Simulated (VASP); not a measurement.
# WC (Cm) in VASP: single point with PBEsol

Aim: the single point of WC with PBEsol.

All numbers are computed with VASP 6.6.1; they aren't measurements. Logs are shortened: lines on timing, memory, paths and dates and some standing lists are left out, and cuts for length are marked.

### Step 1. The cell of the first run

The structure is monoclinic, space group Cm (No. 8). The conventional cell has a = 4.649 Å, b = 2.739 Å, c = 2.899 Å, α = 90.00°, β = 91.34°, γ = 90.00°. W (site symmetry m) has 6 C at 1.97 to 2.36 Å and 8 W at 2.70 to 2.90 Å within 2.9 Å. Within 2.9 Å of C (site symmetry m) lie 6 W at 1.97 to 2.36 Å and 8 C at 2.70 to 2.90 Å.

### Step 2. Single point, PBEsol (strained and its atoms moved)

INCAR

```
SYSTEM = WC
ALGO     = Normal         ! electronic algorithm
EDIFF    = 1E-7           ! SCF threshold, eV
ENCUT    = 520            ! plane-wave cutoff, eV
GGA      = PS             ! functional
ISIF     = 2              ! what is computed and relaxed
ISMEAR   = 0              ! smearing method
LASPH    = .TRUE.         ! aspherical terms in the spheres
LCHARG   = .FALSE.        ! write CHGCAR
LREAL    = .FALSE.        ! projectors in reciprocal space
LWAVE    = .FALSE.        ! write WAVECAR
NBANDS   = 16             ! bands
NELM     = 60             ! most SCF steps
PREC     = Accurate       ! precision mode
SIGMA    = 0.1            ! smearing width, eV
```

KPOINTS

```
k-points
0
G
  16 16 12
  0 0 0
```

POSCAR

```
WC
1.0
    2.7392625612      0.0000000000      0.0000000000
   -1.3696312806      2.3242432861      0.0285352741
    0.0000000000      0.0321374400      2.8993006500
W C
1 1
Direct
    0.0276699356      0.0553398713     -0.0199226808
    0.6389967311      0.2779934620      0.5199226808
```

Potentials or basis: VASP PAW PBE potentials, release 64 (W_sv, C).

On the command line:

```bash
> cat potpaw_PBE.64/W_sv/POTCAR potpaw_PBE.64/C/POTCAR > POTCAR
> mpirun -np 1 vasp_std > vasp.out
```

OUTCAR:

```text
SYSTEM = WC
   EDIFF = 1E-7
   ENCUT = 520
   GGA = PS
   ISIF = 2
   ISMEAR = 0
   LASPH = .TRUE.
   LREAL = .FALSE.
   NELM = 60
   PREC = Accurate

 ion  position               nearest neighbor table
   1  0.028  0.055  0.980-   2 1.97   2 1.97   2 2.15   2 2.15   2 2.27   2 2.36
   2  0.639  0.278  0.520-   1 1.97   1 1.97   1 2.15   1 2.15   1 2.27   1 2.36

  LATTYP: Found a base centered monoclinic cell.
 ALAT       =     4.6488368932
 B/A-ratio  =     0.5892361088
 C/A-ratio  =     0.6236998255
 COS(beta)  =    -0.0233585856

  Lattice vectors:

 A1 = (  -1.3696312806,  -2.3242432861,  -0.0285352741)
 A2 = (   1.3696312806,  -2.3242432861,  -0.0285352741)
 A3 = (   0.0000000000,   0.0321374400,   2.8993006500)

Analysis of symmetry for initial positions (statically):
=====================================================================
 Subroutine PRICEL returns:
 Original cell was already a primitive cell.

 Routine SETGRP: Setting up the symmetry group for a
 base centered monoclinic supercell.

 Subroutine GETGRP returns: Found  2 space group operations
 (whereof  2 operations were pure point group operations)
 out of a pool of  4 trial point group operations.

The static configuration has the point symmetry C_1h.

Analysis of symmetry for dynamics (positions and initial velocities):
=====================================================================
 Subroutine PRICEL returns:
 Original cell was already a primitive cell.

 Routine SETGRP: Setting up the symmetry group for a
 base centered monoclinic supercell.

 Subroutine GETGRP returns: Found  2 space group operations
 (whereof  2 operations were pure point group operations)
 out of a pool of  4 trial point group operations.

The dynamic configuration has the point symmetry C_1h.

 Subroutine INISYM returns: Found  2 space group operations
 (whereof  2 operations are pure point group operations),
 and found     1 'primitive' translations

----------------------------------------------------------------------------------------

                                     Primitive cell

  volume of cell :      18.4565

  direct lattice vectors                    reciprocal lattice vectors
     2.739262561  0.000000000  0.000000000     0.365061756  0.215153059 -0.002384875
    -1.369631281  2.324243286  0.028535274     0.000000000  0.430306118 -0.004769749
     0.000000000  0.032137440  2.899300650     0.000000000 -0.004235126  0.344957708

  length of vectors
     2.739262561  2.697927160  2.899478759     0.423753008  0.430332553  0.344983705

  position of ions in fractional coordinates (direct lattice)
     0.027669936  0.055339871  0.980077319
     0.638996731  0.277993462  0.519922681

  ion indices of the primitive-cell ions
   primitive index   ion index
                 1           1
                 2           2

----------------------------------------------------------------------------------------

 KPOINTS: k-points

Automatic generation of k-mesh.
 Grid dimensions read from file:
 generate k-points for:   16   16   12

 Generating k-lattice:

  Cartesian coordinates                     Fractional coordinates (reciprocal lattice)
     0.022816360  0.013447066 -0.000149055     0.062500000 -0.000000000 -0.000000000
     0.000000000  0.026894132 -0.000298109     0.000000000  0.062500000 -0.000000000
     0.000000000 -0.000352927  0.028746476     0.000000000  0.000000000  0.083333333

  Length of vectors
     0.026484563  0.026895785  0.028748642

  Shift w.r.t. Gamma in fractional coordinates (k-lattice)
     0.000000000  0.000000000  0.000000000

 Subroutine IBZKPT returns following result:
 ===========================================

 Found    826 irreducible k-points:

 Following reciprocal coordinates:
            Coordinates               Weight
  0.000000  0.000000  0.000000      1.000000
  0.062500  0.000000  0.000000      4.000000
  0.125000  0.000000  0.000000      4.000000
  0.187500 -0.000000  0.000000      4.000000
  0.250000  0.000000  0.000000      4.000000
  0.312500  0.000000  0.000000      4.000000
[... 16 lines left out ...]
 -0.187500  0.062500  0.000000      4.000000
 -0.125000  0.062500  0.000000      2.000000
 [... further k-points ...]
   k-points           NKPTS =    826   k-points in BZ     NKDIM =    826   number of bands    NBANDS=     16
   number of dos      NEDOS =    301   number of ions     NIONS =      2
   total plane-waves  NPLWV =   9600
   dimension x,y,z NGX =    20 NGY =   20 NGZ =   24
   dimension x,y,z NGXF=    40 NGYF=   40 NGZF=   48
   ions per type =               1   1
   NGX,Y,Z   is equivalent  to a cutoff of  12.14, 12.32, 13.76 a.u.
   NGXF,Y,Z  is equivalent  to a cutoff of  24.28, 24.65, 27.52 a.u.
 SYSTEM =  WC
   PREC   = accura    normal or accurate (medium, high low for compatibility)
   ISTART =      0    job   : 0-new  1-cont  2-samecut
   ICHARG =      2    charge: 1-file 2-atom 10-const
   ISPIN  =      1    spin polarized calculation?
   LNONCOLLINEAR =      F non collinear calculations
   LSORBIT =      F    spin-orbit coupling
   LASPH  =      T    aspherical Exc in radial PAW
   ENCUT  =  520.0 eV  38.22 Ry    6.18 a.u.   5.09  5.02  5.39*2*pi/ulx,y,z
   NELM   =     60;   NELMIN=  2; NELMDL= -5     # of ELM steps
   EDIFF  = 0.1E-06   stopping-criterion for ELM
   LREAL  =      F    real-space projection
   EDIFFG = 0.1E-05   stopping-criterion for IOM
   NSW    =      0    number of steps for IOM
   IBRION =     -1    ionic relax: 0-MD 1-quasi-New 2-CG
   NFREE  =      0    steps in history (QN), initial steepest desc. (CG)
   ISIF   =      2    stress and relaxation
   ISYM   =      2    0-nonsym 1-usesym 2-fastsym
   POTIM  = 0.5000    time-step for ionic-motion
   TEBEG  =    0.0;   TEEND  =   0.0 temperature during run
   PSTRESS=    0.0 pullay stress
   NELECT =      18.0000    total number of electrons
   NUPDOWN=      -1.0000    fix difference up-down
   EMIN   =  10.00;   EMAX   =-10.00  energy-range for DOS
   EFERMI =   0.00;   METHOD = LEGACY
   ISMEAR =     0;   SIGMA  =   0.10  broadening in eV -4-tet -1-fermi 0-gaus
   EFERMI_NEDOS =   21; number of points for ismear=-14 and -15
   IALGO  =     38    algorithm
   IMIX   =      4    mixing-type and parameters
     AMIX     =   0.40;   BMIX     =  1.00
     AMIX_MAG =   1.60;   BMIX_MAG =  1.00
  volume/ion in A,a.u.               =       9.23        62.28
  Fermi-wavevector in a.u.,A,eV,Ry     =   1.623488  3.067948 35.861076  2.635715
  Thomas-Fermi vector in A             =   2.716930
   LORBIT       =      0    0 simple, 1 ext, 2 COOP (PROOUT), +10 PAW based schemes
   GGA     = PS    functional components
   LHFCALC =     F    Hartree Fock is set to
   AEXX    =    0.0000 exact exchange contribution
   IVDW    =     0    specifies the selected vdW correction
   LEPSILON=     F    determine dielectric tensor
   LRPA    =     F    only Hartree local field effects (RPA)
 non-spin polarized calculation
 Gauss-broadening in eV      SIGMA  =   0.10
  energy-cutoff  :      520.00
  volume of cell :       18.46
 maximum number of plane-waves:       509
   NGX = 11   NGY =  9   NGZ = 11

 number of electron      18.0000001 magnetization

 Free energy of the ion-electron system (eV)
  ---------------------------------------------------
  ext. energy  EPLUGINS =         0.00000000
  ---------------------------------------------------
  free energy    TOTEN  =       -22.60689739 eV

  energy without entropy =      -22.60515606  energy(sigma->0) =      -22.60602673

 E-fermi :  13.1680     XC(G=0): -14.5852

 val. band max:       13.1654928221   @ k =   0.0625   0.1250   0.2500
 cond. band min:      13.1708369381   @ k =   0.3750  -0.0000   0.0000
 fundamental gap:      0.0053441160
 Fermi energy:        13.1679870069

 k-point     1 :       0.0000    0.0000    0.0000
  band No.  band energies     occupation
      1     -60.9338      2.00000
      2     -25.1972      2.00000
      3     -24.6595      2.00000
      4     -24.5211      2.00000
      5      -2.6477      2.00000
      6       7.1508      2.00000
[... 8 lines left out ...]
     15      27.2892      0.00000
     16      30.6148      0.00000

 k-point     2 :       0.0625    0.0000    0.0000
  band No.  band energies     occupation
      1     -60.9285      2.00000
      2     -25.1880      2.00000
      3     -24.7143      2.00000
      4     -24.5457      2.00000
      5      -2.5151      2.00000
      6       7.2376      2.00000
[... 8 lines left out ...]
     15      27.3108      0.00000
     16      30.5499      0.00000

 k-point     3 :       0.1250    0.0000    0.0000
  band No.  band energies     occupation
      1     -60.9131      2.00000
      2     -25.1617      2.00000
      3     -24.8850      2.00000
      4     -24.5977      2.00000
      5      -2.1324      2.00000
      6       7.4018      2.00000
[... 8 lines left out ...]
     15      27.3907      0.00000
     16      30.5918      0.00000

 k-point     4 :       0.1875   -0.0000    0.0000
  band No.  band energies     occupation
      1     -60.8900      2.00000
      2     -25.1574      2.00000
      3     -25.1108      2.00000
      4     -24.6614      2.00000
      5      -1.5402      2.00000
      6       7.2580      2.00000
[... 8 lines left out ...]
     15      27.6650      0.00000
     16      30.6822      0.00000
[... 324 lines left out ...]
 k-point    22 :      -0.2500    0.0625   -0.0000
  band No.  band energies     occupation
      1     -60.8744      2.00000
      2     -25.3260      2.00000
      3     -25.0893      2.00000
      4     -24.7072      2.00000
      5      -1.0728      2.00000
      6       6.9573      2.00000
[... 8 lines left out ...]
     15      28.4957      0.00000
     16      30.3970      0.00000

 k-point    23 :      -0.1875    0.0625    0.0000
  band No.  band energies     occupation
      1     -60.8994      2.00000
      2     -25.1392      2.00000
      3     -25.0505      2.00000
      4     -24.6287      2.00000
      5      -1.7483      2.00000
      6       7.3454      2.00000
[... 8 lines left out ...]
     15      28.1079      0.00000
     16      30.1888      0.00000

 k-point    24 :      -0.1250    0.0625    0.0000
  band No.  band energies     occupation
      1     -60.9184      2.00000
      2     -25.1699      2.00000
      3     -24.8420      2.00000
      4     -24.5673      2.00000
      5      -2.2453      2.00000
      6       7.3370      2.00000
[... 8 lines left out ...]
     15      27.7994      0.00000
     16      30.1291      0.00000

 [... further k-points ...]

------------------------ aborting loop because EDIFF is reached ----------------------------------------

  FORCE on cell =-STRESS in cart. coord.  units (eV):
  Direction    XX          YY          ZZ          XY          YZ          ZX
  --------------------------------------------------------------------------------------
  -------------------------------------------------------------------------------------
  Total       11.6615147      8.4217100      3.8205152      0.0000000     -1.8560074      0.0000000
  in kB     1012.3161236    731.0742239    331.6523818      0.0000000   -161.1168202      0.0000000
  external PRESSURE =     691.6809098 kB  Pullay stress =       0.0000000 kB

 VOLUME and BASIS-vectors are now :
 -----------------------------------------------------------------------------
  energy-cutoff  :      520.00
  volume of cell :       18.46
      direct lattice vectors                 reciprocal lattice vectors
     2.739262561  0.000000000  0.000000000     0.365061756  0.215153059 -0.002384875
    -1.369631281  2.324243286  0.028535274     0.000000000  0.430306118 -0.004769749
     0.000000000  0.032137440  2.899300650     0.000000000 -0.004235126  0.344957708

 POSITION                                       TOTAL-FORCE (eV/Angst)
 -----------------------------------------------------------------------------------
     -0.00000      0.16012      2.84312         0.000000     -3.954709      2.779742
      1.36963      0.66283      1.51534         0.000000      3.954709     -2.779742
 -----------------------------------------------------------------------------------
    total drift:                                0.000000     -0.000001      0.000055

  FREE ENERGIE OF THE ION-ELECTRON SYSTEM (eV)
  ---------------------------------------------------
  free  energy   TOTEN  =       -22.6068973922 eV

  energy  without entropy=      -22.6051560637  energy(sigma->0) =      -22.60602673
```

Wall time 76 s (1 thread of Intel Xeon 6975P-C (Granite Rapids), shared host); peak memory 0.33 GiB.

What came out:

```
Free energy            : -22.6069 eV
Pressure               : 69.2 GPa
Largest force          : 4.834 eV/Å
Band gap on the k mesh : zero (bands 9 and 10 overlap by 2.02 eV)
```

Forces in eV/Å, atoms in the order of the input:
```
W    0.000 -3.955  2.780
C    0.000  3.955 -2.780
```

Levels at points of the mesh, in eV from the Fermi level:
| k point | band 6 | band 7 | band 8 | band 9 | band 10 | band 11 | band 12 | band 13 |
| --- | --- | --- | --- | --- | --- | --- | --- | --- |
| (0.00, 0.00, 0.00) | -6.02 | -3.58 | -3.36 | -0.93 | 2.09 | 3.68 | 4.54 | 4.63 |
| (0.50, 0.00, 0.00) | -8.47 | -6.15 | -5.47 | 0.57 | 2.17 | 5.02 | 6.75 | 7.47 |
| (0.00, 0.50, 0.00) | -7.13 | -5.19 | -4.00 | -1.17 | 1.97 | 3.91 | 5.78 | 6.47 |
| (0.00, 0.00, 0.50) | -9.94 | -3.57 | -1.73 | -1.35 | 0.54 | 2.09 | 2.70 | 7.74 |
| (0.50, 0.00, 0.50) | -7.24 | -4.79 | -3.90 | -0.79 | 4.72 | 5.20 | 5.59 | 9.63 |
| (0.00, 0.50, 0.50) | -8.61 | -6.12 | -5.60 | 1.35 | 4.74 | 5.58 | 6.96 | 10.20 |

Caveat: the cell differs from its parent crystal (strained and its atoms moved); the cell stands under pressure; the PAW data sets were made with another functional, which shifts forces and pressure a little; spin-orbit coupling is left out, which moves the levels of the heavy elements.
